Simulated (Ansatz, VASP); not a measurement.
# Two plane-wave programs on Hf

```
Hf
1.0
     0.00000    2.04544    2.50694
     1.98746    0.00000    2.50694
     1.98746    2.04544    0.00000
Hf
1
Direct
  0.00000 0.00000 0.00000
```

Change from the starting cell: strain +e along x and -e along y -0.0133, strain +e along z and -e/2 along x and y +0.1500.

Alike in both runs: task single point; functional LDA; k mesh 18 × 18 × 18; occupations gaussian, width 0.15 eV; no spin polarisation.

|  | VASP | Ansatz |
| --- | --- | --- |
| version | VASP 6.6.1 | Ansatz 0.2.0 |
| potentials or method | VASP PAW LDA potentials, release 64 (Hf_pv), cutoff 520 eV | scalar-relativistic, plane waves, PAW |
| valence electrons in the cell | 10 | 26 |

Ansatz gave:

```
gap on the k mesh at the Fermi level (eV)                     : none
pressure (GPa)                                                : 1.2
traceless stress, the component that is largest in VASP (GPa) : -6.49
```

Q: What did VASP give for the same quantities?

A: gap on the k mesh at the Fermi level (eV): none; pressure (GPa): 1.2; traceless stress, the component that is largest in VASP (GPa): -6.39.

LDA's correlation is that of Perdew and Zunger in VASP and of Perdew and Wang (1992) in Ansatz. A gap of «none» marks a metal or a gap that the smearing closes. VASP's potentials hold 10 valence electrons a cell and Ansatz's 26, so a difference there can come from the potentials and not from the codes.

Neither program's run includes spin-orbit coupling.
